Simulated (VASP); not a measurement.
# Au (Pm-3m) in VASP: notebook

Runs on Au. Level: r2SCAN. Tasks: single point.

All numbers are computed with VASP 6.6.1; they aren't measurements. Logs are shortened: lines on timing, memory, paths and dates and some standing lists are left out, and cuts for length are marked.

## Step 1: The cell of the first run

Symmetry: Pm-3m, No. 221, cubic system. The conventional cell has a = 2.606 Å, b = 2.606 Å, c = 2.606 Å, α = 90.00°, β = 90.00°, γ = 90.00°. Within 3.4 Å of Au (site symmetry m-3m) lie 6 Au at 2.61 Å.

## Step 2: Single point, r2SCAN (volume scaled by 0.88)

The input, POSCAR:

```
Au
1.0
    2.6061878594      0.0000000000      0.0000000000
    0.0000000000      2.6061878594      0.0000000000
    0.0000000000      0.0000000000      2.6061878594
Au
1
Direct
    0.0000000000      0.0000000000      0.0000000000
```

The input, INCAR.step1:

```
PREC     = Accurate       # precision mode
ENCUT    = 520            # plane-wave cutoff, eV
ISMEAR   = -1             # smearing method
SIGMA    = 0.1            # smearing width, eV
LREAL    = False          # projectors in reciprocal space
LASPH    = True           # aspherical terms in the spheres
NELM     = 100            # most SCF steps
NBANDS   = 12             # bands
GGA      = PE             # functional
ALGO     = Normal         # electronic algorithm
EDIFF    = 1E-4           # SCF threshold, eV
LWAVE    = True           # write WAVECAR
LCHARG   = False          # write CHGCAR
```

The input, INCAR.step2:

```
PREC     = Accurate       # precision mode
ENCUT    = 520            # plane-wave cutoff, eV
EDIFF    = 1E-7           # SCF threshold, eV
ISMEAR   = -1             # smearing method
SIGMA    = 0.1            # smearing width, eV
LREAL    = False          # projectors in reciprocal space
LASPH    = True           # aspherical terms in the spheres
NELM     = 100            # most SCF steps
ALGO     = Normal         # electronic algorithm
ISIF     = 2              # what is computed and relaxed
LWAVE    = False          # write WAVECAR
LCHARG   = False          # write CHGCAR
METAGGA  = R2SCAN         # meta-GGA
LMIXTAU  = True         
NBANDS   = 12             # bands
ISTART   = 1
```

The input, KPOINTS:

```
regular mesh
0
Gamma
  13 13 13
```

Potentials or basis: VASP PAW PBE potentials, release 64 (Au).

Started as:

```console
> cat potpaw_PBE.64/Au/POTCAR > POTCAR
> cp INCAR.step1 INCAR
> mpirun -np 1 vasp_std > vasp.out
> cp INCAR.step2 INCAR
> mpirun -np 1 vasp_std > vasp.out
```

OUTCAR:

```text
PREC = Accurate
   ENCUT = 520
   EDIFF = 1E-7
   ISMEAR = -1
   LREAL = False
   LASPH = True
   NELM = 100
   ISIF = 2
   METAGGA = R2SCAN
   ISTART = 1

 ion  position               nearest neighbor table
   1  0.000  0.000  0.000-

  LATTYP: Found a simple cubic cell.
 ALAT       =     2.6061878594

  Lattice vectors:

 A1 = (   2.6061878594,   0.0000000000,   0.0000000000)
 A2 = (   0.0000000000,   2.6061878594,   0.0000000000)
 A3 = (   0.0000000000,   0.0000000000,   2.6061878594)

Analysis of symmetry for initial positions (statically):
=====================================================================
 Subroutine PRICEL returns:
 Original cell was already a primitive cell.

 Routine SETGRP: Setting up the symmetry group for a
 simple cubic supercell.

 Subroutine GETGRP returns: Found 48 space group operations
[... 9 lines left out ...]

 Routine SETGRP: Setting up the symmetry group for a
 simple cubic supercell.

 Subroutine GETGRP returns: Found 48 space group operations
[... 11 lines left out ...]
                                     Primitive cell

  volume of cell :      17.7018

  direct lattice vectors                    reciprocal lattice vectors
     2.606187859  0.000000000  0.000000000     0.383702194  0.000000000  0.000000000
     0.000000000  2.606187859  0.000000000     0.000000000  0.383702194  0.000000000
     0.000000000  0.000000000  2.606187859     0.000000000  0.000000000  0.383702194

  length of vectors
     2.606187859  2.606187859  2.606187859     0.383702194  0.383702194  0.383702194

  position of ions in fractional coordinates (direct lattice)
     0.000000000  0.000000000  0.000000000

  ion indices of the primitive-cell ions
   primitive index   ion index
                 1           1

----------------------------------------------------------------------------------------

 KPOINTS: regular mesh

Automatic generation of k-mesh.
 Grid dimensions read from file:
 generate k-points for:   13   13   13

 Generating k-lattice:

  Cartesian coordinates                     Fractional coordinates (reciprocal lattice)
     0.029515553  0.000000000  0.000000000     0.076923077  0.000000000  0.000000000
     0.000000000  0.029515553  0.000000000     0.000000000  0.076923077  0.000000000
     0.000000000  0.000000000  0.029515553     0.000000000  0.000000000  0.076923077

  Length of vectors
     0.029515553  0.029515553  0.029515553
[... 52 lines left out ...]
   ENCUT  =  520.0 eV  38.22 Ry    6.18 a.u.   4.85  4.85  4.85*2*pi/ulx,y,z
   NELM   =    100;   NELMIN=  2; NELMDL=  0     # of ELM steps
   EDIFF  = 0.1E-06   stopping-criterion for ELM
   LREAL  =      F    real-space projection
   EDIFFG = 0.1E-05   stopping-criterion for IOM
   NSW    =      0    number of steps for IOM
   IBRION =     -1    ionic relax: 0-MD 1-quasi-New 2-CG
   NFREE  =      0    steps in history (QN), initial steepest desc. (CG)
   ISIF   =      2    stress and relaxation
   ISYM   =      2    0-nonsym 1-usesym 2-fastsym
   POTIM  = 0.5000    time-step for ionic-motion
   TEBEG  =    0.0;   TEEND  =   0.0 temperature during run
   PSTRESS=    0.0 pullay stress
   NELECT =      11.0000    total number of electrons
   NUPDOWN=      -1.0000    fix difference up-down
   EMIN   =  10.00;   EMAX   =-10.00  energy-range for DOS
   EFERMI =   0.00;   METHOD = LEGACY
   ISMEAR =    -1;   SIGMA  =   0.10  broadening in eV -4-tet -1-fermi 0-gaus
   EFERMI_NEDOS =   21; number of points for ismear=-14 and -15
   IALGO  =     38    algorithm
   IMIX   =      4    mixing-type and parameters
     AMIX     =   0.40;   BMIX     =  1.00
     AMIX_MAG =   1.60;   BMIX_MAG =  1.00
  volume/ion in A,a.u.               =      17.70       119.46
  Fermi-wavevector in a.u.,A,eV,Ry     =   1.397012  2.639969 26.553693  1.951641
  Thomas-Fermi vector in A             =   2.520310
   LORBIT       =      0    0 simple, 1 ext, 2 COOP (PROOUT), +10 PAW based schemes
   METAGGA = R2SCAN    functional components
   LHFCALC =     F    Hartree Fock is set to
   AEXX    =    0.0000 exact exchange contribution
   IVDW    =     0    specifies the selected vdW correction
   LEPSILON=     F    determine dielectric tensor
   LRPA    =     F    only Hartree local field effects (RPA)
 non-spin polarized calculation
  energy-cutoff  :      520.00
  volume of cell :       17.70
 maximum number of plane-waves:       488
 NGX is ok and might be reduce to    20
   NGX =  9   NGY =  9   NGZ =  9

 number of electron      11.0000001 magnetization

 Free energy of the ion-electron system (eV)
  ---------------------------------------------------
  ext. energy  EPLUGINS =         0.00000000
  ---------------------------------------------------
  free energy    TOTEN  =       -50.26344352 eV

  energy without entropy =      -50.25170683  energy(sigma->0) =      -50.25757517

 E-fermi :   8.3817     XC(G=0): -13.2164

 val. band max:        8.3183051115   @ k =   0.4615   0.4615   0.4615
 cond. band min:       8.4702922471   @ k =   0.4615   0.1538   0.0000
 fundamental gap:      0.1519871356
 Fermi energy:         8.3816656524

 k-point     1 :       0.0000    0.0000    0.0000
  band No.  band energies     occupation
      1      -0.9798      2.00000
      2       1.2576      2.00000
      3       1.2576      2.00000
      4       6.7919      2.00000
      5       6.7919      2.00000
      6       6.7919      2.00000
      7      23.7697      0.00000
      8      23.7697      0.00000
      9      23.7697      0.00000
     10      29.7137      0.00000
     11      32.4135      0.00000
     12      32.4135      0.00000
[... 331 lines left out ...]
 k-point    24 :       0.3846    0.3077    0.0000
  band No.  band energies     occupation
      1       1.9060      2.00000
      2       2.2791      2.00000
      3       5.2674      2.00000
      4       5.2706      2.00000
      5       5.6730      2.00000
      6       7.8976      1.98432
      7      14.9661      0.00000
      8      19.8966      0.00000
      9      25.1429      0.00000
     10      29.9964      0.00000
     11      32.6353      0.00000
     12      33.3609      0.00000

 [... further k-points ...]
[... 5 lines left out ...]
  --------------------------------------------------------------------------------------
  -------------------------------------------------------------------------------------
  Total        2.5218604      2.5218604      2.5218604      0.0000000     -0.0000000      0.0000000
  in kB      228.2519348    228.2519348    228.2519348      0.0000000     -0.0000000      0.0000000
  external PRESSURE =     228.2519348 kB  Pullay stress =       0.0000000 kB

 VOLUME and BASIS-vectors are now :
 -----------------------------------------------------------------------------
  energy-cutoff  :      520.00
  volume of cell :       17.70
      direct lattice vectors                 reciprocal lattice vectors
     2.606187859  0.000000000  0.000000000     0.383702194  0.000000000  0.000000000
     0.000000000  2.606187859  0.000000000     0.000000000  0.383702194  0.000000000
     0.000000000  0.000000000  2.606187859     0.000000000  0.000000000  0.383702194

 POSITION                                       TOTAL-FORCE (eV/Angst)
 -----------------------------------------------------------------------------------
      0.00000      0.00000      0.00000         0.000000      0.000000      0.000000
 -----------------------------------------------------------------------------------
    total drift:                               -0.000000      0.000000     -0.000000

  FREE ENERGIE OF THE ION-ELECTRON SYSTEM (eV)
  ---------------------------------------------------
  free  energy   TOTEN  =       -50.2634435200 eV

  energy  without entropy=      -50.2517068253  energy(sigma->0) =      -50.25757517
```

OSZICAR.step1:

```text
N       E                     dE             d eps       ncg     rms          rms(c)
DAV:   1     0.487525346909E+02    0.48753E+02   -0.55207E+03  2096   0.809E+02
DAV:   2    -0.244080750845E+01   -0.51193E+02   -0.49030E+02  2332   0.188E+02
DAV:   3    -0.313179997017E+01   -0.69099E+00   -0.69058E+00  2408   0.207E+01
DAV:   4    -0.313448493477E+01   -0.26850E-02   -0.26848E-02  2272   0.146E+00
DAV:   5    -0.313450758427E+01   -0.22649E-04   -0.22649E-04  2460   0.130E-01    0.100E+01
DAV:   6    -0.284219281432E+01    0.29231E+00   -0.79094E-01  2132   0.712E+00    0.664E+00
DAV:   7    -0.282451732967E+01    0.17675E-01   -0.33652E-02  2372   0.151E+00    0.328E+00
DAV:   8    -0.282109198557E+01    0.34253E-02   -0.14884E-03  2272   0.326E-01    0.148E-01
DAV:   9    -0.282109430351E+01   -0.23179E-05   -0.10546E-05  1244   0.269E-02
   1 F= -.28210943E+01 E0= -.28141810E+01  d E =-.138267E-01
```

It took 47 s on 1 thread of Intel Xeon 6975P-C, shared host; peak memory 0.14 GiB.

What came out:

- Free energy: -50.2634 eV
- Pressure: 22.8 GPa

Levels at points of the mesh, in eV from the Fermi level:
| k point | band 4 | band 5 | band 6 | band 7 | band 8 | band 9 |
| --- | --- | --- | --- | --- | --- | --- |
| (0.00, 0.00, 0.00) | -1.59 | -1.59 | -1.59 | 15.39 | 15.39 | 15.39 |

Caveat: the PAW data sets were made with another functional, which shifts forces and pressure a little; spin-orbit coupling is left out, which moves the levels of the heavy elements.

## Step 3: Single point, r2SCAN (volume scaled by 0.92)

The input, POSCAR:

```
Au
1.0
    2.6450919212      0.0000000000      0.0000000000
    0.0000000000      2.6450919212      0.0000000000
    0.0000000000      0.0000000000      2.6450919212
Au
1
Direct
    0.0000000000      0.0000000000      0.0000000000
```

The input, INCAR.step1:

```
PREC = Accurate
ENCUT = 520
ISMEAR = -1
SIGMA = 0.1
LREAL = F
LASPH = T
NELM = 80
NBANDS = 12
GGA = PE
ALGO = Normal
EDIFF = 1E-4
LWAVE = T
LCHARG = F
```

The input, INCAR.step2:

```
PREC = Accurate
ENCUT = 520
EDIFF = 1E-6
ISMEAR = -1
SIGMA = 0.1
LREAL = F
LASPH = T
NELM = 80
ALGO = Normal
ISIF = 2
LWAVE = F
LCHARG = F
METAGGA = R2SCAN
LMIXTAU = T
NBANDS = 12
ISTART = 1
```

The input, KPOINTS:

```
Automatic mesh
0
Gamma
  13 13 13
```

Potentials or basis: VASP PAW PBE potentials, release 64 (Au).

Started as:

```console
> cat potpaw_PBE.64/Au/POTCAR > POTCAR
> cp INCAR.step1 INCAR
> mpirun -np 1 vasp_std > vasp.out
> cp INCAR.step2 INCAR
> mpirun -np 1 vasp_std > vasp.out
```

Wall time 43 s (1 thread of Intel Xeon 6975P-C, shared host); peak memory 0.14 GiB.

The run converged. Its results:

| Quantity | Value |
| --- | --- |
| Free energy | -50.3536 eV |
| Pressure | 13.3 GPa |

Levels at points of the mesh, in eV from the Fermi level:
| k point | band 3 | band 4 | band 5 | band 6 | band 7 | band 8 | band 9 | band 10 |
| --- | --- | --- | --- | --- | --- | --- | --- | --- |
| (0.00, 0.00, 0.00) | -6.70 | -1.56 | -1.56 | -1.56 | 15.16 | 15.16 | 15.16 | 20.82 |

Caveat: the PAW data sets were made with another functional, which shifts forces and pressure a little; spin-orbit coupling is left out, which moves the levels of the heavy elements.

[end of part 1 of 3]
